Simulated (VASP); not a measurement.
# Pt (Fm-3m) in VASP: further runs

Pt is run at these levels: PBE; tasks: single point, relaxation of cell and atoms.

Program: VASP 6.6.1. These are calculated values, not measurements. Logs are shortened: lines on timing, memory, paths and dates and some standing lists are left out, and cuts for length are marked.

### Step 1. The cell of the first run

The structure is cubic, space group Fm-3m (No. 225). Conventional cell: a = 3.511 Å, b = 3.511 Å, c = 3.511 Å, α = 90.00°, β = 90.00°, γ = 90.00°. Pt (site symmetry m-3m) has 12 Pt at 2.48 Å within 3.3 Å.

### Step 2. Single point, PBE

Input file INCAR:

```
SYSTEM = Pt
  PREC = Accurate
  ENCUT = 500
  EDIFF = 1E-6
  ISMEAR = 0
  SIGMA = 0.1
  LREAL = .False.
  LASPH = .True.
  NELM = 120
  ALGO = Normal
  ISIF = 2
  LWAVE = .False.
  LCHARG = .False.
  GGA = PE
  NBANDS = 11
  GGA_COMPAT = .False.
```

Input file KPOINTS:

```
regular mesh
0
Gamma
  8 8 8
  0 0 0
```

Input file POSCAR:

```
Pt
1.0
    0.0000000000      1.7555491363      1.7555491363
    1.7555491363      0.0000000000      1.7555491363
    1.7555491363      1.7555491363      0.0000000000
Pt
1
Direct
    0.0000000000      0.0000000000      0.0000000000
```

Potentials or basis: VASP PAW PBE potentials, release 64 (Pt).

Started as:

```bash
$ cat potpaw_PBE.64/Pt/POTCAR > POTCAR
$ mpirun -np 1 vasp_std > vasp.out
```

OUTCAR:

```text
SYSTEM = Pt
   PREC = Accurate
   ENCUT = 500
   EDIFF = 1E-6
   ISMEAR = 0
   LREAL = .False.
   LASPH = .True.
   NELM = 120
   ISIF = 2
   GGA = PE

 ion  position               nearest neighbor table
   1  0.000  0.000  0.000-

  LATTYP: Found a face centered cubic cell.
 ALAT       =     3.5110982726

  Lattice vectors:

 A1 = (   0.0000000000,   1.7555491363,   1.7555491363)
 A2 = (   1.7555491363,   0.0000000000,   1.7555491363)
 A3 = (   1.7555491363,   1.7555491363,   0.0000000000)

Analysis of symmetry for initial positions (statically):
=====================================================================
 Subroutine PRICEL returns:
 Original cell was already a primitive cell.

 Routine SETGRP: Setting up the symmetry group for a
 face centered cubic supercell.

 Subroutine GETGRP returns: Found 48 space group operations
 (whereof 48 operations were pure point group operations)
 out of a pool of 48 trial point group operations.

The static configuration has the point symmetry O_h .

Analysis of symmetry for dynamics (positions and initial velocities):
=====================================================================
 Subroutine PRICEL returns:
 Original cell was already a primitive cell.

 Routine SETGRP: Setting up the symmetry group for a
 face centered cubic supercell.

 Subroutine GETGRP returns: Found 48 space group operations
 (whereof 48 operations were pure point group operations)
 out of a pool of 48 trial point group operations.

The dynamic configuration has the point symmetry O_h .

 Subroutine INISYM returns: Found 48 space group operations
 (whereof 48 operations are pure point group operations),
 and found     1 'primitive' translations

----------------------------------------------------------------------------------------

                                     Primitive cell

  volume of cell :      10.8210

  direct lattice vectors                    reciprocal lattice vectors
     0.000000000  1.755549136  1.755549136    -0.284811168  0.284811168  0.284811168
     1.755549136  0.000000000  1.755549136     0.284811168 -0.284811168  0.284811168
     1.755549136  1.755549136  0.000000000     0.284811168  0.284811168 -0.284811168

  length of vectors
     2.482721398  2.482721398  2.482721398     0.493307414  0.493307414  0.493307414

  position of ions in fractional coordinates (direct lattice)
     0.000000000  0.000000000  0.000000000

  ion indices of the primitive-cell ions
   primitive index   ion index
                 1           1

----------------------------------------------------------------------------------------

 KPOINTS: regular mesh

Automatic generation of k-mesh.
 Grid dimensions read from file:
 generate k-points for:    8    8    8

 Generating k-lattice:

  Cartesian coordinates                     Fractional coordinates (reciprocal lattice)
    -0.035601396  0.035601396  0.035601396     0.125000000  0.000000000  0.000000000
     0.035601396 -0.035601396  0.035601396     0.000000000  0.125000000  0.000000000
     0.035601396  0.035601396 -0.035601396     0.000000000  0.000000000  0.125000000

  Length of vectors
     0.061663427  0.061663427  0.061663427

  Shift w.r.t. Gamma in fractional coordinates (k-lattice)
     0.000000000  0.000000000  0.000000000

 Subroutine IBZKPT returns following result:
 ===========================================

 Found     29 irreducible k-points:

 Following reciprocal coordinates:
            Coordinates               Weight
  0.000000  0.000000  0.000000      1.000000
  0.125000  0.000000  0.000000      8.000000
  0.250000  0.000000  0.000000      8.000000
  0.375000  0.000000  0.000000      8.000000
  0.500000  0.000000  0.000000      4.000000
  0.125000  0.125000  0.000000      6.000000
[... 16 lines left out ...]
  0.500000  0.250000  0.125000     48.000000
 -0.375000  0.250000  0.125000     24.000000
 [... further k-points ...]
   k-points           NKPTS =     29   k-points in BZ     NKDIM =     29   number of bands    NBANDS=     11
   number of dos      NEDOS =    301   number of ions     NIONS =      1
   total plane-waves  NPLWV =   5832
   dimension x,y,z NGX =    18 NGY =   18 NGZ =   18
   dimension x,y,z NGXF=    36 NGYF=   36 NGZF=   36
   ions per type =               1
   NGX,Y,Z   is equivalent  to a cutoff of  12.05, 12.05, 12.05 a.u.
   NGXF,Y,Z  is equivalent  to a cutoff of  24.11, 24.11, 24.11 a.u.
 SYSTEM =  Pt
   PREC   = accura    normal or accurate (medium, high low for compatibility)
   ISTART =      0    job   : 0-new  1-cont  2-samecut
   ICHARG =      2    charge: 1-file 2-atom 10-const
   ISPIN  =      1    spin polarized calculation?
   LNONCOLLINEAR =      F non collinear calculations
   LSORBIT =      F    spin-orbit coupling
   LASPH  =      T    aspherical Exc in radial PAW
   ENCUT  =  500.0 eV  36.75 Ry    6.06 a.u.   4.53  4.53  4.53*2*pi/ulx,y,z
   NELM   =    120;   NELMIN=  2; NELMDL= -5     # of ELM steps
   EDIFF  = 0.1E-05   stopping-criterion for ELM
   LREAL  =      F    real-space projection
   EDIFFG = 0.1E-04   stopping-criterion for IOM
   NSW    =      0    number of steps for IOM
   IBRION =     -1    ionic relax: 0-MD 1-quasi-New 2-CG
   NFREE  =      0    steps in history (QN), initial steepest desc. (CG)
   ISIF   =      2    stress and relaxation
   ISYM   =      2    0-nonsym 1-usesym 2-fastsym
   POTIM  = 0.5000    time-step for ionic-motion
   TEBEG  =    0.0;   TEEND  =   0.0 temperature during run
   PSTRESS=    0.0 pullay stress
   NELECT =      10.0000    total number of electrons
   NUPDOWN=      -1.0000    fix difference up-down
   EMIN   =  10.00;   EMAX   =-10.00  energy-range for DOS
   EFERMI =   0.00;   METHOD = LEGACY
   ISMEAR =     0;   SIGMA  =   0.10  broadening in eV -4-tet -1-fermi 0-gaus
   EFERMI_NEDOS =   21; number of points for ismear=-14 and -15
   IALGO  =     38    algorithm
   IMIX   =      4    mixing-type and parameters
     AMIX     =   0.40;   BMIX     =  1.00
     AMIX_MAG =   1.60;   BMIX_MAG =  1.00
  volume/ion in A,a.u.               =      10.82        73.02
  Fermi-wavevector in a.u.,A,eV,Ry     =   1.594600  3.013358 34.596216  2.542750
  Thomas-Fermi vector in A             =   2.692649
   LORBIT       =      0    0 simple, 1 ext, 2 COOP (PROOUT), +10 PAW based schemes
   GGA     = PE    functional components
   LHFCALC =     F    Hartree Fock is set to
   AEXX    =    0.0000 exact exchange contribution
   IVDW    =     0    specifies the selected vdW correction
   LEPSILON=     F    determine dielectric tensor
   LRPA    =     F    only Hartree local field effects (RPA)
 non-spin polarized calculation
 Gauss-broadening in eV      SIGMA  =   0.10
  energy-cutoff  :      500.00
  volume of cell :       10.82
 maximum number of plane-waves:       290
   NGX =  9   NGY =  9   NGZ =  9

 number of electron      10.0000000 magnetization

 Free energy of the ion-electron system (eV)
  ---------------------------------------------------
  ext. energy  EPLUGINS =         0.00000000
  ---------------------------------------------------
  free energy    TOTEN  =        -3.61388615 eV

  energy without entropy =       -3.60912432  energy(sigma->0) =       -3.61150524

 E-fermi :  18.9238     XC(G=0): -15.5580

 val. band max:       18.8781269832   @ k =  -0.2500   0.1250   0.0000
 cond. band min:      18.9783648972   @ k =   0.3750   0.2500   0.1250
 fundamental gap:      0.1002379141
 Fermi energy:        18.9238081237

 k-point     1 :       0.0000    0.0000    0.0000
  band No.  band energies     occupation
      1       4.4584      2.00000
      2      12.4947      2.00000
      3      12.4947      2.00000
      4      12.4947      2.00000
      5      16.1781      2.00000
      6      16.1781      2.00000
      7      31.8054      0.00000
      8      38.8147      0.00000
      9      38.8147      0.00000
     10      38.8147      0.00000
     11      45.5086      0.00000

 k-point     2 :       0.1250    0.0000    0.0000
  band No.  band energies     occupation
      1       5.3170      2.00000
      2      12.0615      2.00000
      3      12.8458      2.00000
      4      12.8458      2.00000
      5      15.9517      2.00000
      6      15.9517      2.00000
      7      33.3150      0.00000
      8      36.2520      0.00000
      9      40.3691      0.00000
     10      40.3691      0.00000
     11      48.8536      0.00000

 k-point     3 :       0.2500    0.0000    0.0000
  band No.  band energies     occupation
      1       7.0378      2.00000
      2      12.0375      2.00000
      3      13.0719      2.00000
      4      13.0719      2.00000
      5      16.3657      2.00000
      6      16.3657      2.00000
      7      32.5036      0.00000
      8      36.5813      0.00000
      9      44.5023      0.00000
     10      44.5023      0.00000
     11      45.7553      0.00000

 k-point     4 :       0.3750    0.0000    0.0000
  band No.  band energies     occupation
      1       7.4539      2.00000
      2      12.5844      2.00000
      3      12.5844      2.00000
      4      14.7188      2.00000
      5      18.0698      2.00000
      6      18.0698      2.00000
      7      29.9425      0.00000
      8      33.7223      0.00000
      9      42.1334      0.00000
     10      42.1334      0.00000
     11      48.3513      0.00000
[... 239 lines left out ...]
 k-point    22 :       0.3750    0.2500    0.1250
  band No.  band energies     occupation
      1       8.7605      2.00000
      2      10.2969      2.00000
      3      12.3345      2.00000
      4      15.2132      2.00000
      5      15.3585      2.00000
      6      18.9784      0.44038
      7      34.4558      0.00000
      8      38.5004      0.00000
      9      38.9303      0.00000
     10      40.0316      0.00000
     11      47.7297      0.00000

 k-point    23 :       0.5000    0.2500    0.1250
  band No.  band energies     occupation
      1       9.2777      2.00000
      2      11.0510      2.00000
      3      11.7899      2.00000
      4      14.6930      2.00000
      5      17.5859      2.00000
      6      21.8988      0.00000
      7      30.7118      0.00000
      8      36.0087      0.00000
      9      37.0009      0.00000
     10      42.5784      0.00000
     11      45.9353      0.00000

 k-point    24 :      -0.3750    0.2500    0.1250
  band No.  band energies     occupation
      1       9.2027      2.00000
      2      10.6422      2.00000
      3      13.1828      2.00000
      4      14.2273      2.00000
      5      18.6013      1.99999
      6      24.6025      0.00000
      7      26.8906      0.00000
      8      35.3237      0.00000
      9      37.2687      0.00000
     10      40.1893      0.00000
     11      48.9691      0.00000

 [... further k-points ...]

------------------------ aborting loop because EDIFF is reached ----------------------------------------

  FORCE on cell =-STRESS in cart. coord.  units (eV):
  Direction    XX          YY          ZZ          XY          YZ          ZX
  --------------------------------------------------------------------------------------
  -------------------------------------------------------------------------------------
  Total       16.3370806     16.3370806     16.3370806      0.0000000      0.0000000      0.0000000
  in kB     2418.8897224   2418.8897224   2418.8897224      0.0000000      0.0000000      0.0000000
  external PRESSURE =    2418.8897224 kB  Pullay stress =       0.0000000 kB

 VOLUME and BASIS-vectors are now :
 -----------------------------------------------------------------------------
  energy-cutoff  :      500.00
  volume of cell :       10.82
      direct lattice vectors                 reciprocal lattice vectors
     0.000000000  1.755549136  1.755549136    -0.284811168  0.284811168  0.284811168
     1.755549136  0.000000000  1.755549136     0.284811168 -0.284811168  0.284811168
     1.755549136  1.755549136  0.000000000     0.284811168  0.284811168 -0.284811168

 POSITION                                       TOTAL-FORCE (eV/Angst)
 -----------------------------------------------------------------------------------
      0.00000      0.00000      0.00000         0.000000      0.000000      0.000000
 -----------------------------------------------------------------------------------
    total drift:                                0.000000     -0.000000      0.000000

  FREE ENERGIE OF THE ION-ELECTRON SYSTEM (eV)
  ---------------------------------------------------
  free  energy   TOTEN  =        -3.6138861530 eV

  energy  without entropy=       -3.6091243194  energy(sigma->0) =       -3.61150524
```

Run time: 8.1 s. Hardware: 1 thread of AMD EPYC 7R13, shared host; peak memory 0.09 GiB.

What came out:

```
Free energy            : -3.6139 eV
Pressure               : 241.9 GPa
Band gap on the k mesh : zero (bands 5 and 6 overlap by 3.97 eV)
```

Caveat: the k points lie up to 0.39 Å⁻¹ apart, too coarse for converged energies and pressures of a metal; spin-orbit coupling is left out, which moves the levels of the heavy elements.

### Step 3. Single point, PBE

Input file INCAR:

```
PREC = Accurate ; ENCUT = 500
EDIFF = 1E-6 ; ISMEAR = 0
SIGMA = 0.1 ; LREAL = F
LASPH = T ; NELM = 120
ALGO = Normal ; ISIF = 2
LWAVE = F ; LCHARG = F
GGA = PE ; NBANDS = 11
GGA_COMPAT = F
```

Input file KPOINTS:

```
regular mesh
0
Gamma
  10 10 10
```

POSCAR is that of step 2.

Potentials or basis: VASP PAW PBE potentials, release 64 (Pt).

Started as:

```bash
$ cat potpaw_PBE.64/Pt/POTCAR > POTCAR
$ mpirun -np 1 vasp_std > vasp.out
```

OUTCAR:

```text
PREC = Accurate
   ENCUT = 500
   EDIFF = 1E-6
   ISMEAR = 0
   LREAL = F
   LASPH = T
   NELM = 120
   ISIF = 2
   GGA = PE

 ion  position               nearest neighbor table
   1  0.000  0.000  0.000-

  LATTYP: Found a face centered cubic cell.
 ALAT       =     3.5110982726

  Lattice vectors:

 A1 = (   0.0000000000,   1.7555491363,   1.7555491363)
 A2 = (   1.7555491363,   0.0000000000,   1.7555491363)
 A3 = (   1.7555491363,   1.7555491363,   0.0000000000)
[... 513 lines left out ...]
     10      43.0511      0.00000
     11      44.8480      0.00000

 [... further k-points ...]

------------------------ aborting loop because EDIFF is reached ----------------------------------------

  FORCE on cell =-STRESS in cart. coord.  units (eV):
  Direction    XX          YY          ZZ          XY          YZ          ZX
  --------------------------------------------------------------------------------------
  -------------------------------------------------------------------------------------
  Total       16.4047845     16.4047845     16.4047845      0.0000000      0.0000000     -0.0000000
  in kB     2428.9140571   2428.9140571   2428.9140571      0.0000000      0.0000000     -0.0000000
  external PRESSURE =    2428.9140571 kB  Pullay stress =       0.0000000 kB

 VOLUME and BASIS-vectors are now :
 -----------------------------------------------------------------------------
  energy-cutoff  :      500.00
  volume of cell :       10.82
      direct lattice vectors                 reciprocal lattice vectors
     0.000000000  1.755549136  1.755549136    -0.284811168  0.284811168  0.284811168
     1.755549136  0.000000000  1.755549136     0.284811168 -0.284811168  0.284811168
     1.755549136  1.755549136  0.000000000     0.284811168  0.284811168 -0.284811168

 POSITION                                       TOTAL-FORCE (eV/Angst)
 -----------------------------------------------------------------------------------
      0.00000      0.00000      0.00000         0.000000      0.000000      0.000000
 -----------------------------------------------------------------------------------
    total drift:                                0.000000     -0.000000      0.000000

  FREE ENERGIE OF THE ION-ELECTRON SYSTEM (eV)
  ---------------------------------------------------
  free  energy   TOTEN  =        -3.5861050879 eV

  energy  without entropy=       -3.5828033777  energy(sigma->0) =       -3.58445423
```

stdout:

```text
POSCAR found type information on POSCAR Pt
 POSCAR found :  1 types and       1 ions
 scaLAPACK will be used
 LDA part: xc-table for (Slater+PW92), standard interpolation
 POSCAR, INCAR and KPOINTS ok, starting setup
 FFT: planning ... GRIDC
 FFT: planning ... GRID_SOFT
 FFT: planning ... GRID
 WAVECAR not read
 entering main loop
```

Run time: 11 s. Hardware: 1 thread of AMD EPYC 7R13, shared host; peak memory 0.09 GiB.

Results:

```
Free energy            : -3.5861 eV
Pressure               : 242.9 GPa
Band gap on the k mesh : zero (bands 5 and 6 overlap by 3.94 eV)
```

Caveat: the cell stands under pressure; spin-orbit coupling is left out, which moves the levels of the heavy elements.

(Continued in part 2 of 2.)
